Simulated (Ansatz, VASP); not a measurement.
MgO in VASP and in Ansatz

The input INCAR:

```
SYSTEM = MgO
ALGO = Normal
EDIFF = 1E-6
ENCUT = 600
GGA = CA
GGA_COMPAT = .False.
ISIF = 2
ISMEAR = -1
LASPH = .True.
LCHARG = .False.
LREAL = .False.
LWAVE = .False.
NBANDS = 11
NELM = 120
PREC = Accurate
SIGMA = 0.05
```

Contents of KPOINTS:

```
k-points
0
Gamma
  16 16 16
  0 0 0
```

POSCAR

```
MgO
1.0
    0.0000000000      1.9467547749      1.9467547749
    1.9467547749      0.0000000000      1.9467547749
    1.9467547749      1.9467547749      0.0000000000
Mg O
1 1
Direct
    0.0000000000      0.0000000000      0.0000000000
    0.2500000000      0.2500000000      0.2500000000
```

Input for Ansatz:

```yaml
crystal:
  lattice:
    - [0.0, 1.9467547749, 1.9467547749]
    - [1.9467547749, 0.0, 1.9467547749]
    - [1.9467547749, 1.9467547749, 0.0]
  atoms:
    - { symbol: Mg, position: [0.0, 0.0, 0.0] }
    - { symbol: O, position: [0.25, 0.25, 0.25] }
kpoints:
  mp_grid: { grid: [16, 16, 16] }
scf:
  occupations: { method: fermi_dirac, width: 0.05 }
hamiltonian:
  xc: lda
  pseudopotentials: { kind: all_electron, datasets: crystal }
output:
  forces: true
  stress: true
  eigenvalues: true
```

Change from the starting cell: volume scaled by 0.64, crystal datasets.

Alike in both runs: task single point; functional LDA; k mesh 16 × 16 × 16; occupations fermi-dirac, width 0.05 eV; no spin polarisation.

|  | VASP | Ansatz |
| --- | --- | --- |
| version | VASP 6.6.1 | Ansatz 0.2.0 |
| potentials or method | VASP PAW LDA potentials, release 64 (Mg, O), cutoff 600 eV | all-electron PAW with datasets made for the crystal, scalar-relativistic |

```csv
,VASP,Ansatz,Ansatz less VASP
gap on the k mesh at the Fermi level (eV),6.95,6.94,-0.010
pressure (GPa),147.9,143.3,-4.62
```

LDA's correlation is that of Perdew and Zunger in VASP and of Perdew and Wang (1992) in Ansatz. Both programs put the cell under a high pressure, so it lies far from rest at this level. Ansatz ran all-electron here, and VASP with PAW potentials.

Noted on VASP's run: the cell as given lies far from equilibrium.
